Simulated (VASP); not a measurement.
**Ru: single point with PBE**

Ru:

```
Ru
1.0
     2.68153    0.00000    0.00000
    -1.34077    2.32227    0.00000
     0.00000    0.00000    4.24350
Ru
2
Direct
  0.33333 0.66667 0.25000
  0.66667 0.33333 0.75000
```

```
Program             : VASP 6.6.1
Task                : single point
Functional          : PBE
Potentials or basis : VASP PAW PBE potentials, release 64 (Ru_pv)
Cutoff              : 520 eV
k mesh              : 11 × 11 × 6
Occupations         : methfessel-paxton, width 0.1 eV
Spin                : no spin polarisation
```

The pressure is 14.1 GPa and the band gap on the k mesh is zero (band 14 reaches 14.91 eV, above the bottom of band 15 at 11.71 eV).

Stress tensor (GPa, compression positive):
```
13.89  0.00  0.00
 0.00 13.89  0.00
 0.00  0.00 14.41
```

Levels at points of the mesh, in eV from the Fermi level:
| k point | band 11 | band 12 | band 13 | band 14 | band 15 | band 16 | band 17 | band 18 |
| --- | --- | --- | --- | --- | --- | --- | --- | --- |
| (0.00, 0.00, 0.00) | -2.45 | -1.92 | -1.92 | -1.37 | -1.37 | 1.31 | 1.31 | 1.40 |
| (0.00, 0.00, 0.50) | -2.80 | -2.80 | -2.73 | -2.73 | 0.65 | 0.65 | 0.65 | 0.65 |

Wall time 49 s on 1 thread of Intel Xeon 8259CL, with other jobs on the host, peak memory 0.15 GiB.
